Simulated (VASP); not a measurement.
# ZnS (P1) in VASP: single point with PBE

Aim: the single point of ZnS with PBE.

Everything below comes from runs of VASP 6.6.1. Logs are shortened: lines on timing, memory, paths and dates and some standing lists are left out, and cuts for length are marked.

## 1. The cell of the first run

The typed cell holds 4 atoms: a = 4.027 Å, b = 3.697 Å, c = 6.495 Å, α = 93.32°, β = 90.82°, γ = 58.88°.

## 2. Single point, PBE

INCAR reads:

```
PREC = Accurate ; ENCUT = 520
EDIFF = 1E-6 ; ISMEAR = -1
SIGMA = 0.1 ; LREAL = False
LASPH = True ; NELM = 60
ALGO = Normal ; ISIF = 2
LWAVE = False ; LCHARG = False
GGA = PE ; NBANDS = 26
```

KPOINTS reads:

```
Automatic mesh
0
Gamma
  5 6 3
  0 0.5 0.5
```

POSCAR reads:

```
ZnS
1.0
    2.0675450000      3.4554180000     -0.0293990000
   -1.7339760000      3.2628320000     -0.1115000000
    0.1343000000     -0.1330680000      6.4917720000
Zn S
2 2
Direct
    0.6479950000      0.6697760000      0.9918180000
    0.2904180000      0.3362490000      0.4988970000
    0.5890870000      0.6914600000      0.3565000000
    0.3403960000      0.3026480000      0.8701450000
```

Potentials or basis: VASP PAW PBE potentials, release 64 (Zn, S).

Started as:

```sh
$ cat potpaw_PBE.64/Zn/POTCAR potpaw_PBE.64/S/POTCAR > POTCAR
$ mpirun -np 1 vasp_std > vasp.out
```

OUTCAR:

```text
PREC = Accurate
   ENCUT = 520
   EDIFF = 1E-6
   ISMEAR = -1
   LREAL = False
   LASPH = True
   NELM = 60
   ISIF = 2
   GGA = PE

 ion  position               nearest neighbor table
   1  0.648  0.670  0.992-   4 2.20   4 2.36   3 2.38   4 2.50
   2  0.290  0.336  0.499-   3 2.19   3 2.41   4 2.42   3 2.61
   3  0.589  0.691  0.356-   2 2.19   1 2.38   2 2.41   2 2.61
   4  0.340  0.303  0.870-   1 2.20   1 2.36   2 2.42   1 2.50

  LATTYP: Found a triclinic cell.
 ALAT       =     3.6966441104
 B/A-ratio  =     1.0893258285
 C/A-ratio  =     1.7568703434
 COS(alpha) =     0.0142619723
 COS(beta)  =     0.0579343238
 COS(gamma) =     0.5167768602

  Lattice vectors:

 A1 = (  -1.7339760000,   3.2628320000,  -0.1115000000)
 A2 = (   2.0675450000,   3.4554180000,  -0.0293990000)
 A3 = (  -0.1343000000,   0.1330680000,  -6.4917720000)

Analysis of symmetry for initial positions (statically):
=====================================================================
 Subroutine PRICEL returns:
 Original cell was already a primitive cell.

 Routine SETGRP: Setting up the symmetry group for a
 triclinic supercell.

 Subroutine GETGRP returns: Found  1 space group operations
 (whereof  1 operations were pure point group operations)
 out of a pool of  2 trial point group operations.

The static configuration has the point symmetry C_1 .

Analysis of symmetry for dynamics (positions and initial velocities):
=====================================================================
 Subroutine PRICEL returns:
 Original cell was already a primitive cell.

 Routine SETGRP: Setting up the symmetry group for a
 triclinic supercell.

 Subroutine GETGRP returns: Found  1 space group operations
 (whereof  1 operations were pure point group operations)
 out of a pool of  2 trial point group operations.

The dynamic configuration has the point symmetry C_1 .

 Subroutine INISYM returns: Found  1 space group operations
 (whereof  1 operations are pure point group operations),
 and found     1 'primitive' translations

----------------------------------------------------------------------------------------

                                     Primitive cell

  volume of cell :      82.6137

  direct lattice vectors                    reciprocal lattice vectors
     2.067545000  3.455418000 -0.029399000     0.256213280  0.136074329 -0.002511226
    -1.733976000  3.262832000 -0.111500000    -0.271478902  0.162515185  0.008947509
     0.134300000 -0.133068000  6.491772000    -0.003502508  0.003407528  0.154183452

  length of vectors
     4.026849908  3.696644110  6.494524408     0.290116828  0.316531259  0.154260869

  position of ions in fractional coordinates (direct lattice)
     0.647995000  0.669776000  0.991818000
     0.290418000  0.336249000  0.498897000
     0.589087000  0.691460000  0.356500000
     0.340396000  0.302648000  0.870145000

  ion indices of the primitive-cell ions
   primitive index   ion index
                 1           1
                 2           2
                 3           3
                 4           4

----------------------------------------------------------------------------------------

 KPOINTS: Automatic mesh

Automatic generation of k-mesh.
 Grid dimensions read from file:
 generate k-points for:    5    6    3

 Generating k-lattice:

  Cartesian coordinates                     Fractional coordinates (reciprocal lattice)
     0.051242656  0.027214866 -0.000502245     0.200000000  0.000000000  0.000000000
    -0.045246484  0.027085864  0.001491251    -0.000000000  0.166666667  0.000000000
    -0.001167503  0.001135843  0.051394484    -0.000000000  0.000000000  0.333333333

  Length of vectors
     0.058023366  0.052755210  0.051420290

  Shift w.r.t. Gamma in fractional coordinates (k-lattice)
     0.000000000  0.500000000  0.500000000

 Subroutine IBZKPT returns following result:
 ===========================================

 Found     45 irreducible k-points:

 Following reciprocal coordinates:
            Coordinates               Weight
 -0.000000  0.083333  0.166667      2.000000
  0.200000  0.083333  0.166667      2.000000
  0.400000  0.083333  0.166667      2.000000
 -0.400000  0.083333  0.166667      2.000000
 -0.200000  0.083333  0.166667      2.000000
 -0.000000  0.250000  0.166667      2.000000
[... 16 lines left out ...]
  0.400000 -0.250000  0.166667      2.000000
 -0.400000 -0.250000  0.166667      2.000000
 [... further k-points ...]
   k-points           NKPTS =     45   k-points in BZ     NKDIM =     45   number of bands    NBANDS=     26
   number of dos      NEDOS =    301   number of ions     NIONS =      4
   total plane-waves  NPLWV =  40320
   dimension x,y,z NGX =    30 NGY =   28 NGZ =   48
   dimension x,y,z NGXF=    60 NGYF=   56 NGZF=   96
   ions per type =               2   2
   NGX,Y,Z   is equivalent  to a cutoff of  12.39, 12.59, 12.29 a.u.
   NGXF,Y,Z  is equivalent  to a cutoff of  24.77, 25.18, 24.57 a.u.
 SYSTEM =  unknown system
   PREC   = accura    normal or accurate (medium, high low for compatibility)
   ISTART =      0    job   : 0-new  1-cont  2-samecut
   ICHARG =      2    charge: 1-file 2-atom 10-const
   ISPIN  =      1    spin polarized calculation?
   LNONCOLLINEAR =      F non collinear calculations
   LSORBIT =      F    spin-orbit coupling
   LASPH  =      T    aspherical Exc in radial PAW
   ENCUT  =  520.0 eV  38.22 Ry    6.18 a.u.   7.49  6.87 12.08*2*pi/ulx,y,z
   NELM   =     60;   NELMIN=  2; NELMDL= -5     # of ELM steps
   EDIFF  = 0.1E-05   stopping-criterion for ELM
   LREAL  =      F    real-space projection
   EDIFFG = 0.1E-04   stopping-criterion for IOM
   NSW    =      0    number of steps for IOM
   IBRION =     -1    ionic relax: 0-MD 1-quasi-New 2-CG
   NFREE  =      0    steps in history (QN), initial steepest desc. (CG)
   ISIF   =      2    stress and relaxation
   ISYM   =      2    0-nonsym 1-usesym 2-fastsym
   POTIM  = 0.5000    time-step for ionic-motion
   TEBEG  =    0.0;   TEEND  =   0.0 temperature during run
   PSTRESS=    0.0 pullay stress
   NELECT =      36.0000    total number of electrons
   NUPDOWN=      -1.0000    fix difference up-down
   EMIN   =  10.00;   EMAX   =-10.00  energy-range for DOS
   EFERMI =   0.00;   METHOD = LEGACY
   ISMEAR =    -1;   SIGMA  =   0.10  broadening in eV -4-tet -1-fermi 0-gaus
   EFERMI_NEDOS =   21; number of points for ismear=-14 and -15
   IALGO  =     38    algorithm
   IMIX   =      4    mixing-type and parameters
     AMIX     =   0.40;   BMIX     =  1.00
     AMIX_MAG =   1.60;   BMIX_MAG =  1.00
  volume/ion in A,a.u.               =      20.65       139.38
  Fermi-wavevector in a.u.,A,eV,Ry     =   1.241152  2.345437 20.959209  1.540458
  Thomas-Fermi vector in A             =   2.375562
   LORBIT       =      0    0 simple, 1 ext, 2 COOP (PROOUT), +10 PAW based schemes
   GGA     = PE    functional components
   LHFCALC =     F    Hartree Fock is set to
   AEXX    =    0.0000 exact exchange contribution
   IVDW    =     0    specifies the selected vdW correction
   LEPSILON=     F    determine dielectric tensor
   LRPA    =     F    only Hartree local field effects (RPA)
 non-spin polarized calculation
  energy-cutoff  :      520.00
  volume of cell :       82.61
 maximum number of plane-waves:      2240
 NGX is ok and might be reduce to    30
   NGX = 15   NGY = 13   NGZ = 25

 number of electron      36.0000008 magnetization

 Free energy of the ion-electron system (eV)
  ---------------------------------------------------
  ext. energy  EPLUGINS =         0.00000000
  ---------------------------------------------------
  free energy    TOTEN  =       -13.27930005 eV

  energy without entropy =      -13.27929960  energy(sigma->0) =      -13.27929982

 E-fermi :   2.9991     XC(G=0):  -9.4114

 val. band max:        1.6361502183   @ k =   0.0000  -0.0833   0.1667
 cond. band min:       4.3236165811   @ k =   0.0000  -0.0833   0.1667
 fundamental gap:      2.6874663628
 Fermi energy:         2.9990509343

 k-point     1 :      -0.0000    0.0833    0.1667
  band No.  band energies     occupation
      1     -11.1090      2.00000
      2     -10.4104      2.00000
      3      -4.6419      2.00000
      4      -4.5908      2.00000
      5      -4.5204      2.00000
      6      -4.4451      2.00000
[... 18 lines left out ...]
     25       9.9470      0.00000
     26      10.3509      0.00000

 k-point     2 :       0.2000    0.0833    0.1667
  band No.  band energies     occupation
      1     -11.0108      2.00000
      2     -10.3414      2.00000
      3      -4.6314      2.00000
      4      -4.5777      2.00000
      5      -4.5138      2.00000
      6      -4.4263      2.00000
[... 18 lines left out ...]
     25      10.1748      0.00000
     26      10.7238      0.00000

 k-point     3 :       0.4000    0.0833    0.1667
  band No.  band energies     occupation
      1     -10.6405      2.00000
      2     -10.1263      2.00000
      3      -4.6041      2.00000
      4      -4.5471      2.00000
      5      -4.4625      2.00000
      6      -4.3794      2.00000
[... 18 lines left out ...]
     25      10.7496      0.00000
     26      11.2793      0.00000

 k-point     4 :      -0.4000    0.0833    0.1667
  band No.  band energies     occupation
      1     -10.5011      2.00000
      2     -10.0676      2.00000
      3      -4.5796      2.00000
      4      -4.5421      2.00000
      5      -4.4467      2.00000
      6      -4.3742      2.00000
[... 18 lines left out ...]
     25      11.0214      0.00000
     26      11.5889      0.00000
[... 496 lines left out ...]
      1     -10.4586      2.00000
      2     -10.0197      2.00000
      3      -4.5694      2.00000
      4      -4.4589      2.00000
      5      -4.3943      2.00000
      6      -4.3428      2.00000
[... 18 lines left out ...]
     25       9.8727      0.00000
     26      11.2319      0.00000

 k-point    23 :       0.4000   -0.2500    0.1667
  band No.  band energies     occupation
      1     -10.3467      2.00000
      2     -10.0009      2.00000
      3      -4.5602      2.00000
      4      -4.4685      2.00000
      5      -4.3498      2.00000
      6      -4.2924      2.00000
[... 18 lines left out ...]
     25      10.6923      0.00000
     26      11.6983      0.00000

 k-point    24 :      -0.4000   -0.2500    0.1667
  band No.  band energies     occupation
      1     -10.6236      2.00000
      2     -10.1167      2.00000
      3      -4.5949      2.00000
      4      -4.5124      2.00000
      5      -4.4099      2.00000
      6      -4.3325      2.00000
[... 18 lines left out ...]
     25      10.0171      0.00000
     26      11.1910      0.00000

 [... further k-points ...]

------------------------ aborting loop because EDIFF is reached ----------------------------------------

  FORCE on cell =-STRESS in cart. coord.  units (eV):
  Direction    XX          YY          ZZ          XY          YZ          ZX
  --------------------------------------------------------------------------------------
  -------------------------------------------------------------------------------------
  Total        1.6148721      0.3420851     -1.1426640     -3.7438553      0.6677662     -0.5653183
  in kB       31.3181925      6.6342632    -22.1603752    -72.6068533     12.9503939    -10.9635602
  external PRESSURE =       5.2640268 kB  Pullay stress =       0.0000000 kB

 VOLUME and BASIS-vectors are now :
 -----------------------------------------------------------------------------
  energy-cutoff  :      520.00
  volume of cell :       82.61
      direct lattice vectors                 reciprocal lattice vectors
     2.067545000  3.455418000 -0.029399000     0.256213280  0.136074329 -0.002511226
    -1.733976000  3.262832000 -0.111500000    -0.271478902  0.162515185  0.008947509
     0.134300000 -0.133068000  6.491772000    -0.003502508  0.003407528  0.154183452

 POSITION                                       TOTAL-FORCE (eV/Angst)
 -----------------------------------------------------------------------------------
      0.31158      4.29248      6.34493         0.920373     -0.376584      0.331463
      0.08441      2.03425      3.19270        -0.914091      0.420965      0.129497
      0.06687      4.24422      2.21990         1.313920     -0.348047      0.148586
      0.29586      2.04791      5.60503        -1.320202      0.303665     -0.609546
 -----------------------------------------------------------------------------------
    total drift:                                0.000806     -0.001815     -0.000168

  FREE ENERGIE OF THE ION-ELECTRON SYSTEM (eV)
  ---------------------------------------------------
  free  energy   TOTEN  =       -13.2793000489 eV

  energy  without entropy=      -13.2792995991  energy(sigma->0) =      -13.27929982
```

Wall time 54 s (1 thread of Intel Xeon Platinum 8488C (Sapphire Rapids), shared host); peak memory 0.23 GiB.

What came out:

| Property | Result |
| --- | --- |
| Free energy | -13.2793 eV |
| Pressure | 0.5 GPa |
| Largest force | 1.485 eV/Å |
| Band gap on the k mesh | 2.69 eV, direct |

Forces on the atoms (eV/Å):
```
Zn   0.920 -0.377  0.331
Zn  -0.914  0.421  0.129
S    1.314 -0.348  0.149
S   -1.320  0.304 -0.610
```

Levels at points of the mesh, in eV from the valence-band top:
```
           k point  band 14  band 15  band 16  band 17  band 18  band 19  band 20  band 21  band 22  band 23
(0.00, 0.08, 0.17)    -0.99    -0.77    -0.72    -0.17    -0.06     2.70     3.73     6.10     6.37     7.02
```

Caveat: forces of over 1 eV/Å act on the atoms, so gaps and moduli don't describe the material at rest.
